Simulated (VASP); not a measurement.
Wanted: the native input for a VASP 6.6.1 run.

- Task: relaxation of the atoms
- Functional: r2SCAN
- Potentials or basis: VASP PAW PBE potentials, release 64 (B, As)
- Cutoff: 520 eV
- k mesh: 10 × 10 × 10
- Occupations: fermi-dirac, width 0.02 eV
- Spin: no spin polarisation
- Dipole correction: no
- Further INCAR settings: ALGO = Normal; EDIFF = 1e-06; IBRION = 2; EDIFFG = -0.01; NSW = 50

The system is BAs.

```
CELL_PARAMETERS angstrom
0.00000 2.35894 2.35894
2.35894 0.00000 2.35894
2.35894 2.35894 0.00000
ATOMIC_POSITIONS crystal
B 0.00000 0.00000 0.00000
As 0.25000 0.25000 0.25000
```

One way to write it, as run:

POSCAR

```
BAs
1.0
    0.0000000000      2.3589417900      2.3589417900
    2.3589417900      0.0000000000      2.3589417900
    2.3589417900      2.3589417900      0.0000000000
B As
1 1
Direct
    0.0000000000      0.0000000000      0.0000000000
    0.2500000000      0.2500000000      0.2500000000
```

INCAR.step1

```
SYSTEM = BAs
PREC = Accurate
ENCUT = 520
ISMEAR = -1
SIGMA = 0.02
LREAL = .FALSE.
LASPH = .TRUE.
NELM = 60
GGA = PE
ALGO = Normal
EDIFF = 1E-4
LWAVE = .TRUE.
LCHARG = .FALSE.
```

INCAR.step2

```
SYSTEM = BAs
PREC = Accurate
ENCUT = 520
EDIFF = 1E-6
ISMEAR = -1
SIGMA = 0.02
LREAL = .FALSE.
LASPH = .TRUE.
NELM = 60
ALGO = Normal
ISIF = 2
LWAVE = .FALSE.
LCHARG = .FALSE.
METAGGA = R2SCAN
LMIXTAU = .TRUE.
IBRION = 2
NSW = 50
EDIFFG = -0.01
ISTART = 1
```

KPOINTS

```
regular mesh
0
G
  10 10 10
  0 0 0
```

Potentials or basis: VASP PAW PBE potentials, release 64 (B, As).

Command:

```sh
$ cat potpaw_PBE.64/B/POTCAR potpaw_PBE.64/As/POTCAR > POTCAR
$ cp INCAR.step1 INCAR
$ mpirun -np 1 vasp_std > vasp.out
$ cp INCAR.step2 INCAR
$ mpirun -np 1 vasp_std > vasp.out
```

It gave:

```
Pressure after relaxing : 6.7 GPa
Band gap on the k mesh  : 1.33 eV (least direct gap 3.49 eV)
```

Caveat: the relaxation stopped at its first step, so nothing moved; the PAW data sets were made with another functional, which shifts forces and pressure a little.

Run time: 25 s on 1 thread of Intel(R) Xeon(R) 6975P-C (Granite Rapids), with other jobs on the host, peak memory 0.16 GiB.
